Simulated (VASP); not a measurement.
Wanted: the native input for a VASP 6.6.1 run.

- Task: single point
- Functional: r2SCAN
- Potentials or basis: VASP PAW PBE potentials, release 64 (Zn, Br, Sb)
- Cutoff: 550 eV
- k mesh: 9 × 9 × 5
- Occupations: fermi-dirac, width 0.0212 eV
- Spin: no spin polarisation
- Dipole correction: no
- Further INCAR settings: ALGO = Normal; EDIFF = 1e-06; NBANDS = 28

Crystal: Zn2Sb2Br.

```
Zn Br Sb
1.0
     2.23402    3.86944    0.00000
    -2.23402    3.86944    0.00000
     0.00000    0.00000    7.66120
Zn Br Sb
2 1 2
Cartesian
  -0.0002 2.5798 4.8350
  0.0002 5.1591 2.8262
  0.0000 0.0000 0.0000
  -0.0002 2.5798 2.0593
  0.0002 5.1591 5.6019
```

One way to write it, as run:

POSCAR

```
Zn2Sb2Br
1.0
    2.2340220000      3.8694350000      0.0000000000
   -2.2340220000      3.8694350000      0.0000000000
    0.0000000000      0.0000000000      7.6612050000
Zn Br Sb
2 1 2
Direct
    0.3333000000      0.3334000000      0.6311000000
    0.6667000000      0.6666000000      0.3689000000
    0.0000000000      0.0000000000      0.0000000000
    0.3333000000      0.3334000000      0.2688000000
    0.6667000000      0.6666000000      0.7312000000
```

INCAR.step1

```
  PREC = Accurate
  ENCUT = 550
  ISMEAR = -1
  SIGMA = 0.0212
  LREAL = F
  LASPH = T
  NELM = 120
  NBANDS = 28
  GGA = PE
  ALGO = Normal
  EDIFF = 1E-5
  LWAVE = T
  LCHARG = F
  GGA_COMPAT = F
```

INCAR.step2

```
  PREC = Accurate
  ENCUT = 550
  EDIFF = 1E-6
  ISMEAR = -1
  SIGMA = 0.0212
  LREAL = F
  LASPH = T
  NELM = 120
  ALGO = Normal
  ISIF = 2
  LWAVE = F
  LCHARG = F
  METAGGA = R2SCAN
  LMIXTAU = T
  NBANDS = 28
  ISTART = 1
  GGA_COMPAT = F
```

KPOINTS

```
regular mesh
0
Gamma
  9 9 5
```

Potentials or basis: VASP PAW PBE potentials, release 64 (Zn, Br, Sb).

Run with:

```sh
$ cat potpaw_PBE.64/Zn/POTCAR potpaw_PBE.64/Br/POTCAR potpaw_PBE.64/Sb/POTCAR > POTCAR
$ cp INCAR.step1 INCAR
$ mpirun -np 1 vasp_std > vasp.out
$ cp INCAR.step2 INCAR
$ mpirun -np 1 vasp_std > vasp.out
```

It gave:

```
Pressure               : -0.2 GPa
Largest force          : 0.330 eV/Å
Band gap on the k mesh : zero (an odd number of electrons rules out a gap without spin polarisation)
```

Caveat: the PAW data sets were made with another functional, which shifts forces and pressure a little; spin-orbit coupling is left out, which moves the levels of the heavy elements; an odd number of electrons without spin polarisation forces a metal; a magnetic or distorted state may lie lower.

Wall time 9.3 min on 1 thread of Intel(R) Xeon(R) 6975P-C (Granite Rapids), with other jobs on the host, peak memory 0.63 GiB.
